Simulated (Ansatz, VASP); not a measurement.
Two plane-wave programs on SnTe

```
Te Sn
1.0
     0.00000    3.15085    3.15085
     3.15085    0.00000    3.15085
     3.15085    3.15085    0.00000
Te Sn
1 1
Direct
  0.50000 0.50000 0.50000
  0.00000 0.00000 0.00000
```

Alike in both runs: task single point; functional PBE; k mesh 4 × 4 × 4; occupations fermi-dirac, width 0.05 eV; no spin polarisation.

|  | VASP | Ansatz |
| --- | --- | --- |
| version | VASP 6.6.1 | Ansatz 0.2.0 |
| potentials or method | VASP PAW PBE potentials, release 64 (Te, Sn_d) | Ansatz PAW |
| plane-wave cutoff (eV) | 520 | 420 |
| valence electrons in the cell | 20 | 30 |

|  | VASP | Ansatz | Ansatz less VASP |
| --- | --- | --- | --- |
| pressure (GPa) | 1.8 | 1.8 | +0.01 |

VASP's potentials hold 20 valence electrons a cell and Ansatz's 30, so a difference there can come from the potentials and not from the codes.

The k mesh is coarse, so the values compare programs but aren't converged. Spin-orbit coupling is off throughout.
